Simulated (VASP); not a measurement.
# In3Se (Cmmm) in VASP: further runs, part 2 of 2

VASP 6.6.1.

### Step 3. Single point, PBEsol+D3(BJ)

This run uses another cell than the first one, of 20.52 Å³/atom.

INCAR reads:

```
SYSTEM = In3Se
ALGO = Normal ; EDIFF = 1E-6
ENCUT = 500 ; GGA = PS
GGA_COMPAT = .FALSE. ; ISIF = 2
ISMEAR = 0 ; IVDW = 12
LASPH = .TRUE. ; LCHARG = .TRUE.
LELF = .TRUE. ; LREAL = .FALSE.
LVHAR = .TRUE. ; LWAVE = .FALSE.
NBANDS = 30 ; NELM = 120
PREC = Accurate ; SIGMA = 0.15
```

KPOINTS reads:

```
k-points
0
G
  10 10 10
  0 0 0
```

POSCAR reads:

```
In3Se
1.0
    4.2435767801     -0.3440737930      0.0000000000
   -0.3440737930      4.2435767801      0.0000000000
    0.0000000000      0.0000000000      4.5876505731
In Se
3 1
Direct
    0.0000000000      0.5000000000      0.5000000000
    0.5000000000      0.0000000000      0.5000000000
    0.5000000000      0.5000000000      0.0000000000
    0.0000000000      0.0000000000      0.0000000000
```

Potentials or basis: VASP PAW PBE potentials, release 64 (In_d, Se).

Launch:

```sh
cat potpaw_PBE.64/In_d/POTCAR potpaw_PBE.64/Se/POTCAR > POTCAR
mpirun -np 1 vasp_std > vasp.out
```

OUTCAR:

```text
SYSTEM = In3Se
   EDIFF = 1E-6
   ENCUT = 500
   GGA = PS
   ISIF = 2
   ISMEAR = 0
   IVDW = 12
   LASPH = .TRUE.
   LREAL = .FALSE.
   NELM = 120
   PREC = Accurate
 IVDW          = 12

 ion  position               nearest neighbor table
   1  0.000  0.500  0.500-   2 2.76   2 2.76   4 3.13   3 3.13   4 3.13   4 3.13   4 3.13   3 3.13
                             3 3.13   3 3.13   2 3.24   2 3.24
   2  0.500  0.000  0.500-   1 2.76   1 2.76   4 3.13   3 3.13   4 3.13   3 3.13   3 3.13   4 3.13
                             4 3.13   3 3.13   1 3.24   1 3.24
   3  0.500  0.500  0.000-   4 2.76   4 2.76   1 3.13   1 3.13   2 3.13   2 3.13   2 3.13   1 3.13
                             1 3.13   2 3.13   4 3.24   4 3.24
   4  0.000  0.000  0.000-   3 2.76   3 2.76   1 3.13   1 3.13   2 3.13   1 3.13   1 3.13   2 3.13
                             2 3.13   2 3.13   3 3.24   3 3.24

  LATTYP: Found a base centered orthorhombic cell.
 ALAT       =     5.5147300109
 B/A-ratio  =     1.1764705882
 C/A-ratio  =     0.8318903308

  Lattice vectors:

 A1 = (   4.2435767801,  -0.3440737930,   0.0000000000)
 A2 = (  -0.3440737930,   4.2435767801,   0.0000000000)
 A3 = (   0.0000000000,   0.0000000000,   4.5876505731)

Analysis of symmetry for initial positions (statically):
=====================================================================
 Subroutine PRICEL returns:
 Original cell was already a primitive cell.

 Routine SETGRP: Setting up the symmetry group for a
 base centered orthorhombic supercell.

 Subroutine GETGRP returns: Found  8 space group operations
 (whereof  8 operations were pure point group operations)
 out of a pool of  8 trial point group operations.

The static configuration has the point symmetry D_2h.

Analysis of symmetry for dynamics (positions and initial velocities):
=====================================================================
 Subroutine PRICEL returns:
[... 130 lines left out ...]
   IALGO  =     38    algorithm
   IMIX   =      4    mixing-type and parameters
     AMIX     =   0.40;   BMIX     =  1.00
     AMIX_MAG =   1.60;   BMIX_MAG =  1.00
  volume/ion in A,a.u.               =      20.52       138.46
  Fermi-wavevector in a.u.,A,eV,Ry     =   1.339931  2.532102 24.428097  1.795414
  Thomas-Fermi vector in A             =   2.468284
   LORBIT       =      0    0 simple, 1 ext, 2 COOP (PROOUT), +10 PAW based schemes
   GGA     = PS    functional components
   LHFCALC =     F    Hartree Fock is set to
   AEXX    =    0.0000 exact exchange contribution
   IVDW    =    12    specifies the selected vdW correction
   LEPSILON=     F    determine dielectric tensor
   LRPA    =     F    only Hartree local field effects (RPA)
 non-spin polarized calculation
 Gauss-broadening in eV      SIGMA  =   0.15
  energy-cutoff  :      500.00
  volume of cell :       82.07
 maximum number of plane-waves:      2108
   NGX = 15   NGY = 15   NGZ = 17

 number of electron      45.0000012 magnetization

 Free energy of the ion-electron system (eV)
  ---------------------------------------------------
  ext. energy  EPLUGINS =         0.00000000
  ---------------------------------------------------
  free energy    TOTEN  =       -12.15258153 eV

  energy without entropy =      -12.13289614  energy(sigma->0) =      -12.14273884

 E-fermi :   9.4506     XC(G=0): -11.3399

 val. band max:        9.4361808341   @ k =   0.4000   0.3000   0.4000
 cond. band min:       9.4551421925   @ k =  -0.4000   0.4000   0.2000
 fundamental gap:      0.0189613584
 Fermi energy:         9.4505787710

 k-point     1 :       0.0000    0.0000    0.0000
  band No.  band energies     occupation
      1      -6.2110      2.00000
      2      -6.0750      2.00000
      3      -5.9016      2.00000
      4      -5.7210      2.00000
      5      -5.6690      2.00000
      6      -5.5474      2.00000
[... 781 lines left out ...]
     29      14.9066      0.00000
     30      17.1456      0.00000

 [... further k-points ...]

------------------------ aborting loop because EDIFF is reached ----------------------------------------

 Edisp (eV)   -1.74845

 E8    (eV) :    -1.2313

  FORCE on cell =-STRESS in cart. coord.  units (eV):
  Direction    XX          YY          ZZ          XY          YZ          ZX
  --------------------------------------------------------------------------------------
  -------------------------------------------------------------------------------------
  Total       7.68382     7.68382     5.42341     3.85479     0.00000     0.00000
  in kB     150.00236   150.00236   105.87492    75.25262     0.00000     0.00000
  external pressure =      135.29 kB  Pullay stress =        0.00 kB

 VOLUME and BASIS-vectors are now :
 -----------------------------------------------------------------------------
  energy-cutoff  :      500.00
  volume of cell :       82.07
      direct lattice vectors                 reciprocal lattice vectors
     4.243576780 -0.344073793  0.000000000     0.237209717  0.019233220  0.000000000
    -0.344073793  4.243576780  0.000000000     0.019233220  0.237209717  0.000000000
     0.000000000  0.000000000  4.587650573     0.000000000  0.000000000  0.217976497

 POSITION                                       TOTAL-FORCE (eV/Angst)
 -----------------------------------------------------------------------------------
     -0.17204      2.12179      2.29383        -0.000000      0.000000      0.000000
      2.12179     -0.17204      2.29383        -0.000000      0.000000      0.000000
      1.94975      1.94975      0.00000         0.000000      0.000000      0.000000
      0.00000      0.00000      0.00000        -0.000000      0.000000      0.000000
 -----------------------------------------------------------------------------------
    total drift:                                0.000000     -0.000000     -0.000000

  FREE ENERGIE OF THE ION-ELECTRON SYSTEM (eV)
  ---------------------------------------------------
  free  energy   TOTEN  =       -13.9010324774 eV

  energy  without entropy=      -13.8813470854  energy(sigma->0) =      -13.89118978
```

It took 8.4 min on 1 thread of Oxide Virtual Turin-like, shared host; peak memory 0.42 GiB.

What came out:

| Item | Value |
| --- | --- |
| Free energy | -13.9010 eV |
| Pressure | 13.5 GPa |
| Band gap on the k mesh | zero (an odd number of electrons rules out a gap without spin polarisation) |
| Dispersion energy per atom | -0.437 eV |

Stress tensor (GPa, compression positive):
```
15.00  7.53  0.00
 7.53 15.00  0.00
 0.00  0.00 10.59
```

Levels at points of the mesh, in eV from the Fermi level:
```csv
k point,band 21,band 22,band 23,band 24,band 25,band 26
"(0.00, 0.00, 0.00)",-2.38,-1.05,0.13,1.15,2.13,3.73
"(0.50, 0.00, 0.00)",-1.96,-1.16,-0.35,0.26,1.26,4.04
"(0.50, 0.50, 0.00)",-1.96,-1.30,-0.32,0.45,1.16,1.89
"(0.00, 0.00, 0.50)",-1.21,-1.11,-0.04,0.10,1.28,3.45
"(0.50, 0.00, 0.50)",-1.28,-0.72,0.65,0.85,2.19,2.92
"(0.50, 0.50, 0.50)",-4.55,-4.39,-3.42,2.97,3.52,5.01
```

Caveat: the cell stands under pressure; the PAW data sets were made with another functional, which shifts forces and pressure a little; spin-orbit coupling is left out, which moves the levels of the heavy elements.
